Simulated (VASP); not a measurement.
# CsCl (Pm-3m) in VASP: dielectric tensor with PBE

Aim: the dielectric tensor of CsCl with PBE.

All numbers are computed with VASP 6.6.1; they aren't measurements. Logs are shortened: lines on timing, memory, paths and dates and some standing lists are left out, and cuts for length are marked.

## Step 1: The cell of the first run

Symmetry: Pm-3m, No. 221, cubic system. The conventional cell has a = 4.137 Å, b = 4.137 Å, c = 4.137 Å, α = 90.00°, β = 90.00°, γ = 90.00°. Within 4.7 Å of Cs (site symmetry m-3m) lie 8 Cl at 3.58 Å and 6 Cs at 4.14 Å. Within 4.7 Å of Cl (site symmetry m-3m) lie 8 Cs at 3.58 Å and 6 Cl at 4.14 Å.

## Step 2: Dielectric tensor, PBE

INCAR reads:

```
ALGO = Normal
EDIFF = 1E-8
ENCUT = 400
GGA = PE
GGA_COMPAT = False
ISIF = 2
ISMEAR = 0
LASPH = True
LCHARG = False
LEPSILON = True
LREAL = False
LWAVE = False
NELM = 120
PREC = Accurate
SIGMA = 0.01
```

KPOINTS reads:

```
k-points
0
Gamma
  6 6 6
```

POSCAR reads:

```
CsCl
1.0
    4.1368327747      0.0000000000      0.0000000000
    0.0000000000      4.1368327747      0.0000000000
    0.0000000000      0.0000000000      4.1368327747
Cs Cl
1 1
Direct
    0.0000000000      0.0000000000      0.0000000000
    0.5000000000      0.5000000000      0.5000000000
```

Potentials or basis: VASP PAW PBE potentials, release 64 (Cs_sv, Cl).

Started as:

```bash
> cat potpaw_PBE.64/Cs_sv/POTCAR potpaw_PBE.64/Cl/POTCAR > POTCAR
> mpirun -np 1 vasp_std > vasp.out
```

OUTCAR:

```text
EDIFF = 1E-8
   ENCUT = 400
   GGA = PE
   ISIF = 2
   ISMEAR = 0
   LASPH = True
   LEPSILON = True
   LREAL = False
   NELM = 120
   PREC = Accurate

 ion  position               nearest neighbor table
   1  0.000  0.000  0.000-
   2  0.500  0.500  0.500-

  LATTYP: Found a simple cubic cell.
 ALAT       =     4.1368327747

  Lattice vectors:

 A1 = (   4.1368327747,   0.0000000000,   0.0000000000)
 A2 = (   0.0000000000,   4.1368327747,   0.0000000000)
 A3 = (   0.0000000000,   0.0000000000,   4.1368327747)

Analysis of symmetry for initial positions (statically):
=====================================================================
 Subroutine PRICEL returns:
 Original cell was already a primitive cell.

 Routine SETGRP: Setting up the symmetry group for a
 simple cubic supercell.

 Subroutine GETGRP returns: Found 48 space group operations
 (whereof 48 operations were pure point group operations)
 out of a pool of 48 trial point group operations.

The static configuration has the point symmetry O_h .

Analysis of symmetry for dynamics (positions and initial velocities):
=====================================================================
 Subroutine PRICEL returns:
 Original cell was already a primitive cell.

 Routine SETGRP: Setting up the symmetry group for a
 simple cubic supercell.

 Subroutine GETGRP returns: Found 48 space group operations
 (whereof 48 operations were pure point group operations)
 out of a pool of 48 trial point group operations.

The dynamic configuration has the point symmetry O_h .

 Subroutine INISYM returns: Found 48 space group operations
 (whereof 48 operations are pure point group operations),
 and found     1 'primitive' translations

----------------------------------------------------------------------------------------

                                     Primitive cell

  volume of cell :      70.7952

  direct lattice vectors                    reciprocal lattice vectors
     4.136832775  0.000000000  0.000000000     0.241730825  0.000000000  0.000000000
     0.000000000  4.136832775  0.000000000     0.000000000  0.241730825  0.000000000
     0.000000000  0.000000000  4.136832775     0.000000000  0.000000000  0.241730825

  length of vectors
     4.136832775  4.136832775  4.136832775     0.241730825  0.241730825  0.241730825

  position of ions in fractional coordinates (direct lattice)
     0.000000000  0.000000000  0.000000000
     0.500000000  0.500000000  0.500000000

  ion indices of the primitive-cell ions
   primitive index   ion index
                 1           1
                 2           2

----------------------------------------------------------------------------------------

 KPOINTS: k-points

Automatic generation of k-mesh.
 Grid dimensions read from file:
 generate k-points for:    6    6    6

 Generating k-lattice:

  Cartesian coordinates                     Fractional coordinates (reciprocal lattice)
     0.040288471  0.000000000  0.000000000     0.166666667  0.000000000  0.000000000
     0.000000000  0.040288471  0.000000000     0.000000000  0.166666667  0.000000000
     0.000000000  0.000000000  0.040288471     0.000000000  0.000000000  0.166666667

  Length of vectors
     0.040288471  0.040288471  0.040288471

  Shift w.r.t. Gamma in fractional coordinates (k-lattice)
     0.000000000  0.000000000  0.000000000

 Subroutine IBZKPT returns following result:
 ===========================================

 Found     20 irreducible k-points:

 Following reciprocal coordinates:
            Coordinates               Weight
  0.000000  0.000000  0.000000      1.000000
  0.166667  0.000000  0.000000      6.000000
  0.333333  0.000000  0.000000      6.000000
  0.500000  0.000000  0.000000      3.000000
  0.166667  0.166667  0.000000     12.000000
  0.333333  0.166667  0.000000     24.000000
[... 12 lines left out ...]
  0.500000  0.500000  0.333333      6.000000
  0.500000  0.500000  0.500000      1.000000
   k-points           NKPTS =     20   k-points in BZ     NKDIM =     20   number of bands    NBANDS=     12
   number of dos      NEDOS =    301   number of ions     NIONS =      2
   total plane-waves  NPLWV =  21952
   dimension x,y,z NGX =    28 NGY =   28 NGZ =   28
   dimension x,y,z NGXF=    56 NGYF=   56 NGZF=   56
   ions per type =               1   1
   NGX,Y,Z   is equivalent  to a cutoff of  11.25, 11.25, 11.25 a.u.
   NGXF,Y,Z  is equivalent  to a cutoff of  22.50, 22.50, 22.50 a.u.
 SYSTEM =  unknown system
   PREC   = accura    normal or accurate (medium, high low for compatibility)
   ISTART =      0    job   : 0-new  1-cont  2-samecut
   ICHARG =      2    charge: 1-file 2-atom 10-const
   ISPIN  =      1    spin polarized calculation?
   LNONCOLLINEAR =      F non collinear calculations
   LSORBIT =      F    spin-orbit coupling
   LASPH  =      T    aspherical Exc in radial PAW
   ENCUT  =  400.0 eV  29.40 Ry    5.42 a.u.   6.75  6.75  6.75*2*pi/ulx,y,z
   NELM   =    120;   NELMIN=  2; NELMDL= -5     # of ELM steps
   EDIFF  = 0.1E-07   stopping-criterion for ELM
   LREAL  =      F    real-space projection
   EDIFFG = 0.1E-06   stopping-criterion for IOM
   NSW    =      0    number of steps for IOM
   IBRION =     -1    ionic relax: 0-MD 1-quasi-New 2-CG
   NFREE  =      0    steps in history (QN), initial steepest desc. (CG)
   ISIF   =      2    stress and relaxation
   ISYM   =      2    0-nonsym 1-usesym 2-fastsym
   POTIM  = 0.5000    time-step for ionic-motion
   TEBEG  =    0.0;   TEEND  =   0.0 temperature during run
   PSTRESS=    0.0 pullay stress
   NELECT =      16.0000    total number of electrons
   NUPDOWN=      -1.0000    fix difference up-down
   EMIN   =  10.00;   EMAX   =-10.00  energy-range for DOS
   EFERMI =   0.00;   METHOD = LEGACY
   ISMEAR =     0;   SIGMA  =   0.01  broadening in eV -4-tet -1-fermi 0-gaus
   EFERMI_NEDOS =   21; number of points for ismear=-14 and -15
   IALGO  =     38    algorithm
   IMIX   =      4    mixing-type and parameters
     AMIX     =   0.40;   BMIX     =  1.00
     AMIX_MAG =   1.60;   BMIX_MAG =  1.00
  volume/ion in A,a.u.               =      35.40       238.87
  Fermi-wavevector in a.u.,A,eV,Ry     =   0.997195  1.884426 13.529611  0.994398
  Thomas-Fermi vector in A             =   2.129335
   LORBIT       =      0    0 simple, 1 ext, 2 COOP (PROOUT), +10 PAW based schemes
   GGA     = PE    functional components
   LHFCALC =     F    Hartree Fock is set to
   AEXX    =    0.0000 exact exchange contribution
   IVDW    =     0    specifies the selected vdW correction
   LEPSILON=     T    determine dielectric tensor
   LRPA    =     F    only Hartree local field effects (RPA)
 non-spin polarized calculation
 Gauss-broadening in eV      SIGMA  =   0.01
  energy-cutoff  :      400.00
  volume of cell :       70.80
 maximum number of plane-waves:      1328
 NGX is ok and might be reduce to    28
   NGX = 13   NGY = 13   NGZ = 13

--------------------------------------- Ionic step        1  -------------------------------------------

 number of electron      16.0000002 magnetization

 E-fermi :  -0.3141     XC(G=0):  -8.2118

 val. band max:       -0.3686320782   @ k =   0.0000   0.0000   0.0000
 cond. band min:       4.8447764247   @ k =   0.0000   0.0000   0.0000
 fundamental gap:      5.2134085029
 Fermi energy:        -0.3140905559

 k-point     1 :       0.0000    0.0000    0.0000
  band No.  band energies     occupation
      1     -19.7624      2.00000
      2     -12.5350      2.00000
      3      -6.2575      2.00000
      4      -6.2575      2.00000
      5      -6.2575      2.00000
      6      -0.3686      2.00000
      7      -0.3686      2.00000
      8      -0.3686      2.00000
      9       4.8448      0.00000
     10       5.0340      0.00000
     11       5.0340      0.00000
     12       9.6230      0.00000
[... 271 lines left out ...]
 k-point    20 :       0.5000    0.5000    0.5000
  band No.  band energies     occupation
      1     -19.5533      2.00000
      2     -12.3718      2.00000
      3      -6.7773      2.00000
      4      -6.7773      2.00000
      5      -6.7773      2.00000
      6      -1.4401      2.00000
      7      -1.4401      2.00000
      8      -1.4401      2.00000
      9       8.0816      0.00000
     10       8.0816      0.00000
     11       8.0816      0.00000
     12      10.1006      0.00000

  FORCE on cell =-STRESS in cart. coord.  units (eV):
  Direction    XX          YY          ZZ          XY          YZ          ZX
  --------------------------------------------------------------------------------------
  -------------------------------------------------------------------------------------
  Total        0.3676673      0.3676673      0.3676673      0.0000000     -0.0000000      0.0000000
  in kB        8.3207340      8.3207340      8.3207340      0.0000000     -0.0000000      0.0000000
  external PRESSURE =       8.3207340 kB  Pullay stress =       0.0000000 kB

 VOLUME and BASIS-vectors are now :
 -----------------------------------------------------------------------------
  energy-cutoff  :      400.00
  volume of cell :       70.80
      direct lattice vectors                 reciprocal lattice vectors
     4.136832775  0.000000000  0.000000000     0.241730825  0.000000000  0.000000000
     0.000000000  4.136832775  0.000000000     0.000000000  0.241730825  0.000000000
     0.000000000  0.000000000  4.136832775     0.000000000  0.000000000  0.241730825

 POSITION                                       TOTAL-FORCE (eV/Angst)
 -----------------------------------------------------------------------------------
      0.00000      0.00000      0.00000         0.000000      0.000000      0.000000
      2.06842      2.06842      2.06842         0.000000      0.000000      0.000000
 -----------------------------------------------------------------------------------
    total drift:                                0.000000      0.000000      0.000000

  FREE ENERGIE OF THE ION-ELECTRON SYSTEM (eV)
  ---------------------------------------------------
  free  energy   TOTEN  =        -6.5311849745 eV

  energy  without entropy=       -6.5311849745  energy(sigma->0) =       -6.53118497

 HEAD OF MICROSCOPIC STATIC DIELECTRIC TENSOR (INDEPENDENT PARTICLE, excluding Hartree and local field effects)
 ------------------------------------------------------
           3.102129     0.000000    -0.000000
           0.000000     3.102129    -0.000000
          -0.000000     0.000000     3.102129
 ------------------------------------------------------

 Free energy of the ion-electron system (eV)
  ---------------------------------------------------
  ---------------------------------------------------
  free energy    TOTEN  =        -0.40370943 eV

  energy without entropy =       -0.40370943

------------------------ aborting loop because EDIFF is reached ----------------------------------------

--------------------------------------- Ionic step        2  -------------------------------------------

------------------------ aborting loop because EDIFF is reached ----------------------------------------

--------------------------------------- Ionic step        3  -------------------------------------------

 Free energy of the ion-electron system (eV)
  ---------------------------------------------------
  ---------------------------------------------------
  free energy    TOTEN  =        -0.40370989 eV

  energy without entropy =       -0.40370989

------------------------ aborting loop because EDIFF is reached ----------------------------------------

 PIEZOELECTRIC TENSOR FIELD DIRECTION 3  (e Angst)
 -----------------------------------------------------------------------------
    -0.00013  0.00000  0.00000           (  0.00000  0.00000  0.00000)
     0.00000 -0.00013  0.00000           (  0.00000  0.00000  0.00000)
    -0.00000  0.00000 -0.00258           (  0.00000  0.00000  0.00001)

 PIEZOELECTRIC TENSOR FIELD DIRECTION 3  (C/m^2)
 -----------------------------------------------------------------------------
    -0.00003  0.00000  0.00000
     0.00000 -0.00003  0.00000
    -0.00000  0.00000 -0.00058

 MACROSCOPIC STATIC DIELECTRIC TENSOR (including local field effects in DFT)
 ------------------------------------------------------
           2.827585     0.000000    -0.000000
          -0.000000     2.827585    -0.000000
           0.000000    -0.000000     2.827585
 ------------------------------------------------------

 PIEZOELECTRIC TENSOR (including local field effects)  for field in x, y, z        (e  Angst)
          XX          YY          ZZ          XY          YZ          ZX
  --------------------------------------------------------------------------------
  x     0.00000     0.00000     0.00000     0.00000     0.00000     0.00000
  y     0.00000     0.00000     0.00000     0.00000     0.00000     0.00000
  z     0.00000     0.00000     0.00000     0.00000     0.00000     0.00000

 PIEZOELECTRIC TENSOR (including local field effects)  for field in x, y, z        (C/m^2)
          XX          YY          ZZ          XY          YZ          ZX
  --------------------------------------------------------------------------------
  x     0.00000     0.00000     0.00000     0.00000     0.00000     0.00000
  y     0.00000     0.00000     0.00000     0.00000     0.00000     0.00000
  z     0.00000     0.00000     0.00000     0.00000     0.00000     0.00000

 BORN EFFECTIVE CHARGES (including local field effects) (in |e|, cummulative output)
 ---------------------------------------------------------------------------------
 ion    1
    1     1.32764     0.00000    -0.00000
    2    -0.00000     1.32764    -0.00000
    3    -0.00000    -0.00000     1.32764
 ion    2
    1    -1.32764    -0.00000     0.00000
    2     0.00000    -1.32764     0.00000
    3     0.00000     0.00000    -1.32764
```

It took 4.2 min on 1 thread of Intel Xeon 8259CL, shared host; peak memory 0.21 GiB.

Results:

| Item | Value |
| --- | --- |
| Band gap on the k mesh | 5.21 eV |
| Electronic dielectric tensor (diagonal) | 2.83 |
| Born charges (mean of the diagonal) | Cs +1.33; Cl -1.33 e |

Electronic dielectric tensor:
```
2.83 0.00 0.00
0.00 2.83 0.00
0.00 0.00 2.83
```

Born effective charge tensors (e):
atom 1, Cs
```
1.33 0.00 0.00
0.00 1.33 0.00
0.00 0.00 1.33
```
atom 2, Cl
```
-1.33  0.00  0.00
 0.00 -1.33  0.00
 0.00  0.00 -1.33
```

Caveat: spin-orbit coupling is left out, which moves the levels of the heavy elements.
